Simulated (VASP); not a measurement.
# TaRu (P4/mmm) in VASP: further runs, part 2 of 2

VASP 6.6.1. The steps go on from the part before.

**3. Electric field gradients, LDA**

INCAR

```
SYSTEM = TaRu
ALGO = Fast
EDIFF = 1E-8
ENCUT = 520
GGA = CA
ISIF = 2
ISMEAR = -1
LASPH = .TRUE.
LCHARG = .FALSE.
LEFG = .TRUE.
LREAL = .FALSE.
LWAVE = .FALSE.
NBANDS = 20
NELM = 60
PREC = Accurate
SIGMA = 0.15
```

KPOINTS

```
k-points
0
G
  14 14 12
  0 0 0
```

POSCAR

```
TaRu
1.0
    3.0060130845      0.0000000000      0.0000000000
    0.0000000000      3.0060130845      0.0000000000
    0.0000000000      0.0000000000      3.3616253979
Ta Ru
1 1
Direct
    0.5000000000      0.5000000000      0.5000000000
    0.0000000000      0.0000000000      0.0000000000
```

Potentials or basis: VASP PAW LDA potentials, release 64 (Ta_pv, Ru_pv).

Run with:

```bash
$ cat potpaw_LDA.64/Ta_pv/POTCAR potpaw_LDA.64/Ru_pv/POTCAR > POTCAR
$ mpirun -np 1 vasp_std > vasp.out
```

OUTCAR:

```text
SYSTEM = TaRu
   EDIFF = 1E-8
   ENCUT = 520
   GGA = CA
   ISIF = 2
   ISMEAR = -1
   LASPH = .TRUE.
   LREAL = .FALSE.
   NELM = 60
   PREC = Accurate

 ion  position               nearest neighbor table
   1  0.500  0.500  0.500-   2 2.71   2 2.71   2 2.71   2 2.71   2 2.71   2 2.71   2 2.71   2 2.71

   2  0.000  0.000  0.000-   1 2.71   1 2.71   1 2.71   1 2.71   1 2.71   1 2.71   1 2.71   1 2.71

  LATTYP: Found a simple tetragonal cell.
 ALAT       =     3.0060130845
 C/A-ratio  =     1.1183003212

  Lattice vectors:

 A1 = (   3.0060130845,   0.0000000000,   0.0000000000)
 A2 = (   0.0000000000,   3.0060130845,   0.0000000000)
 A3 = (   0.0000000000,   0.0000000000,   3.3616253979)

Analysis of symmetry for initial positions (statically):
=====================================================================
 Subroutine PRICEL returns:
 Original cell was already a primitive cell.

 Routine SETGRP: Setting up the symmetry group for a
 simple tetragonal supercell.

 Subroutine GETGRP returns: Found 16 space group operations
 (whereof 16 operations were pure point group operations)
 out of a pool of 16 trial point group operations.

The static configuration has the point symmetry D_4h.

Analysis of symmetry for dynamics (positions and initial velocities):
=====================================================================
 Subroutine PRICEL returns:
 Original cell was already a primitive cell.

 Routine SETGRP: Setting up the symmetry group for a
 simple tetragonal supercell.

 Subroutine GETGRP returns: Found 16 space group operations
 (whereof 16 operations were pure point group operations)
 out of a pool of 16 trial point group operations.

The dynamic configuration has the point symmetry D_4h.

 Subroutine INISYM returns: Found 16 space group operations
 (whereof 16 operations are pure point group operations),
 and found     1 'primitive' translations

----------------------------------------------------------------------------------------

                                     Primitive cell

  volume of cell :      30.3760

  direct lattice vectors                    reciprocal lattice vectors
     3.006013085  0.000000000  0.000000000     0.332666549  0.000000000  0.000000000
     0.000000000  3.006013085  0.000000000     0.000000000  0.332666549  0.000000000
     0.000000000  0.000000000  3.361625398     0.000000000  0.000000000  0.297475144

  length of vectors
     3.006013085  3.006013085  3.361625398     0.332666549  0.332666549  0.297475144

  position of ions in fractional coordinates (direct lattice)
     0.500000000  0.500000000  0.500000000
     0.000000000  0.000000000  0.000000000

  ion indices of the primitive-cell ions
   primitive index   ion index
                 1           1
                 2           2

----------------------------------------------------------------------------------------

 KPOINTS: k-points

Automatic generation of k-mesh.
[... 71 lines left out ...]
   NFREE  =      0    steps in history (QN), initial steepest desc. (CG)
   ISIF   =      2    stress and relaxation
   ISYM   =      2    0-nonsym 1-usesym 2-fastsym
   POTIM  = 0.5000    time-step for ionic-motion
   TEBEG  =    0.0;   TEEND  =   0.0 temperature during run
   PSTRESS=    0.0 pullay stress
   NELECT =      25.0000    total number of electrons
   NUPDOWN=      -1.0000    fix difference up-down
   EMIN   =  10.00;   EMAX   =-10.00  energy-range for DOS
   EFERMI =   0.00;   METHOD = LEGACY
   ISMEAR =    -1;   SIGMA  =   0.15  broadening in eV -4-tet -1-fermi 0-gaus
   EFERMI_NEDOS =   21; number of points for ismear=-14 and -15
   IALGO  =     68    algorithm
   IMIX   =      4    mixing-type and parameters
     AMIX     =   0.40;   BMIX     =  1.00
     AMIX_MAG =   1.60;   BMIX_MAG =  1.00
  volume/ion in A,a.u.               =      15.19       102.49
  Fermi-wavevector in a.u.,A,eV,Ry     =   1.534185  2.899190 32.024366  2.353725
  Thomas-Fermi vector in A             =   2.641148
   LORBIT       =      0    0 simple, 1 ext, 2 COOP (PROOUT), +10 PAW based schemes
   GGA     = CA    functional components
   LHFCALC =     F    Hartree Fock is set to
   AEXX    =    0.0000 exact exchange contribution
   IVDW    =     0    specifies the selected vdW correction
   LEPSILON=     F    determine dielectric tensor
   LRPA    =     F    only Hartree local field effects (RPA)
 non-spin polarized calculation
 RMM-DIIS sequential band-by-band and
  energy-cutoff  :      520.00
  volume of cell :       30.38
 maximum number of plane-waves:       836
 NGX is ok and might be reduce to    24
   NGX = 11   NGY = 11   NGZ = 13

 number of electron      24.9999998 magnetization

 Free energy of the ion-electron system (eV)
  ---------------------------------------------------
  ext. energy  EPLUGINS =         0.00000000
  ---------------------------------------------------
  free energy    TOTEN  =       -24.13900853 eV

  energy without entropy =      -24.00300216  energy(sigma->0) =      -24.07100535

 E-fermi :   9.7031     XC(G=0): -13.7040

 val. band max:        9.6991946019   @ k =   0.4286   0.0000   0.2500
 cond. band min:       9.7089734195   @ k =   0.3571   0.0714   0.3333
 fundamental gap:      0.0097788176
 Fermi energy:         9.7031111494

 k-point     1 :       0.0000    0.0000    0.0000
  band No.  band energies     occupation
      1     -33.0917      2.00000
      2     -33.0049      2.00000
      3     -33.0049      2.00000
      4     -24.8453      2.00000
      5     -24.6779      2.00000
      6     -24.6779      2.00000
[... 541 lines left out ...]
     19      19.9107      0.00000
     20      21.8598      0.00000

 [... further k-points ...]

------------------------ aborting loop because EDIFF is reached ----------------------------------------

  FORCE on cell =-STRESS in cart. coord.  units (eV):
  Direction    XX          YY          ZZ          XY          YZ          ZX
  --------------------------------------------------------------------------------------
  -------------------------------------------------------------------------------------
  Total        0.2043060      0.2043060      0.1936069      0.0000000      0.0000000      0.0000000
  in kB       10.7760745     10.7760745     10.2117529      0.0000000      0.0000000      0.0000000
  external PRESSURE =      10.5879673 kB  Pullay stress =       0.0000000 kB

 VOLUME and BASIS-vectors are now :
 -----------------------------------------------------------------------------
  energy-cutoff  :      520.00
  volume of cell :       30.38
      direct lattice vectors                 reciprocal lattice vectors
     3.006013085  0.000000000  0.000000000     0.332666549  0.000000000  0.000000000
     0.000000000  3.006013085  0.000000000     0.000000000  0.332666549  0.000000000
     0.000000000  0.000000000  3.361625398     0.000000000  0.000000000  0.297475144

 POSITION                                       TOTAL-FORCE (eV/Angst)
 -----------------------------------------------------------------------------------
      1.50301      1.50301      1.68081         0.000000      0.000000      0.000000
      0.00000      0.00000      0.00000         0.000000      0.000000      0.000000
 -----------------------------------------------------------------------------------
    total drift:                                0.000000      0.000000     -0.000000

  FREE ENERGIE OF THE ION-ELECTRON SYSTEM (eV)
  ---------------------------------------------------
  free  energy   TOTEN  =       -24.1390085289 eV

  energy  without entropy=      -24.0030021625  energy(sigma->0) =      -24.07100535

 Electric field gradients (V/A^2)
---------------------------------------------------------------------
 ion       V_xx      V_yy      V_zz      V_xy      V_xz      V_yz
---------------------------------------------------------------------
   1      -7.136    -7.136    14.273     0.000    -0.000     0.000
   2     -17.679   -17.679    35.358     0.000     0.000     0.000
---------------------------------------------------------------------

 Electric field gradients after diagonalization (V/A^2)
 (convention: |V_zz| > |V_xx| > |V_yy|)
----------------------------------------------------------------------
 ion       V_xx      V_yy      V_zz     asymmetry (V_yy - V_xx)/ V_zz
----------------------------------------------------------------------
   1      -7.136    -7.136    14.273       0.000
   2     -17.679   -17.679    35.358       0.000
----------------------------------------------------------------------

           NMR quadrupolar parameters

 Cq : quadrupolar parameter    Cq=e*Q*V_zz/h
 eta: asymmetry parameters     (V_yy - V_xx)/ V_zz
 Q  : nuclear electric quadrupole moment in mb (millibarn)
----------------------------------------------------------------------
 ion       Cq(MHz)       eta       Q (mb)
----------------------------------------------------------------------
   1       0.035       0.000       1.000
   2       0.085       0.000       1.000
----------------------------------------------------------------------
```

OSZICAR:

```text
N       E                     dE             d eps       ncg     rms          rms(c)
DAV:   1     0.228272131894E+03    0.22827E+03   -0.14162E+04 10080   0.130E+03
DAV:   2    -0.196616418843E+02   -0.24793E+03   -0.24258E+03 11008   0.400E+02
DAV:   3    -0.252984411482E+02   -0.56368E+01   -0.55824E+01 11912   0.620E+01
DAV:   4    -0.253379817831E+02   -0.39541E-01   -0.39467E-01 11984   0.528E+00
DAV:   5    -0.253385218017E+02   -0.54002E-03   -0.53980E-03 12076   0.555E-01    0.194E+01
RMM:   6    -0.243763817418E+02    0.96214E+00   -0.12882E+00 10514   0.889E+00    0.811E+00
RMM:   7    -0.242772090026E+02    0.99173E-01   -0.69277E-01 11212   0.477E+00    0.333E+00
RMM:   8    -0.241435023359E+02    0.13371E+00   -0.20615E-01 11015   0.320E+00    0.567E-01
RMM:   9    -0.241392944759E+02    0.42079E-02   -0.11353E-02 11951   0.836E-01    0.219E-01
RMM:  10    -0.241389775725E+02    0.31690E-03   -0.16803E-03 12426   0.308E-01    0.718E-02
RMM:  11    -0.241390037793E+02   -0.26207E-04   -0.26711E-04 13357   0.119E-01    0.314E-02
RMM:  12    -0.241390078968E+02   -0.41176E-05   -0.61529E-05 13179   0.481E-02    0.127E-02
RMM:  13    -0.241390081583E+02   -0.26141E-06   -0.13922E-05 13361   0.253E-02    0.301E-03
RMM:  14    -0.241390084556E+02   -0.29731E-06   -0.33130E-06 14092   0.120E-02    0.205E-03
RMM:  15    -0.241390085148E+02   -0.59222E-07   -0.65647E-07 13519   0.600E-03    0.214E-03
RMM:  16    -0.241390085256E+02   -0.10790E-07   -0.17128E-07 12676   0.316E-03    0.149E-03
RMM:  17    -0.241390085289E+02   -0.32701E-08   -0.40959E-08  9629   0.149E-03
   1 F= -.24139009E+02 E0= -.24071005E+02  d E =-.136006E+00
```

Run time: 4.4 min. Hardware: 1 thread of AMD EPYC 7R43 (Zen 3), shared host; peak memory 0.22 GiB.

What came out:

| Property | Result |
| --- | --- |
| Free energy | -24.1390 eV |
| Pressure | 1.1 GPa |
| Band gap on the k mesh | zero (an odd number of electrons rules out a gap without spin polarisation) |
| Largest electric field gradient by atom | Ta +14.3; Ru +35.4 V/Å² |

Electric field gradients, principal values (V/Å²):
```csv
atom,least,middle,greatest (by size)
1 Ta,-7.136,-7.136,14.273
2 Ru,-17.679,-17.679,35.358
```

Caveat: without QUAD_EFG the Cq values of the log hold for a quadrupole moment of 1 mb, not for the nuclei; spin-orbit coupling is left out, which moves the levels of the heavy elements.
